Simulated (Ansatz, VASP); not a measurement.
# AgCl in VASP and in Ansatz

File POSCAR:

```
AgCl
1.0
    0.0000000000      2.8563445000      2.8563445000
    2.8563445000      0.0000000000      2.8563445000
    2.8563445000      2.8563445000      0.0000000000
Ag Cl
1 1
Direct
    0.5000000000      0.5000000000      0.5000000000
    0.0000000000      0.0000000000      0.0000000000
```

INCAR.step1

```
SYSTEM = AgCl
  PREC = Accurate
  ENCUT = 520
  ISMEAR = 0
  SIGMA = 0.05
  LREAL = .False.
  LASPH = .True.
  NELM = 80
  NBANDS = 16
  GGA = PE
  ALGO = Normal
  EDIFF = 1E-4
  LWAVE = .True.
  LCHARG = .False.
```

The input INCAR.step2:

```
SYSTEM = AgCl
  PREC = Accurate
  ENCUT = 520
  EDIFF = 1E-6
  ISMEAR = 0
  SIGMA = 0.05
  LREAL = .False.
  LASPH = .True.
  NELM = 80
  ALGO = Normal
  ISIF = 2
  LWAVE = .False.
  LCHARG = .True.
  METAGGA = R2SCAN
  LMIXTAU = .True.
  LELF = .True.
  LVHAR = .True.
  NBANDS = 16
  ISTART = 1
```

The input KPOINTS:

```
Automatic mesh
0
Gamma
  8 8 8
  0 0 0
```

Input for Ansatz:

```yaml
crystal:
  lattice:
    - [0.0, 2.8563445, 2.8563445]
    - [2.8563445, 0.0, 2.8563445]
    - [2.8563445, 2.8563445, 0.0]
  atoms:
    - { symbol: Ag, position: [0.5, 0.5, 0.5] }
    - { symbol: Cl, position: [0.0, 0.0, 0.0] }
basis:
  ecutwfc: 500
kpoints:
  mp_grid: { grid: [8, 8, 8] }
hamiltonian:
  xc: r2scan
scf:
  occupations: { method: gaussian, width: 0.05 }
output:
  forces: true
  stress: true
  eigenvalues: true
```

Change from the starting cell: strain +0.030 along x and y, +0.030 along z, atoms carried along.

Alike in both runs: task single point; functional r2SCAN; k mesh 8 × 8 × 8; occupations gaussian, width 0.05 eV; no spin polarisation.

|  | VASP | Ansatz |
| --- | --- | --- |
| version | VASP 6.6.1 | Ansatz 0.2.0 |
| potentials or method | VASP PAW PBE potentials, release 64 (Ag, Cl), cutoff 520 eV | scalar-relativistic, plane waves, PAW |
| valence electrons in the cell | 18 | 26 |

Ansatz gave:

* gap on the k mesh at the Fermi level (eV): 1.49
* least direct gap on the mesh (eV): 3.47
* pressure (GPa): -3.6

Problem. Which values does VASP return?

Solution. gap on the k mesh at the Fermi level (eV): 1.44; least direct gap on the mesh (eV): 3.43; pressure (GPa): -3.7.

VASP's potentials were made for PBE, not for r2SCAN. VASP's potentials hold 18 valence electrons a cell and Ansatz's 26, so a difference there can come from the potentials and not from the codes.
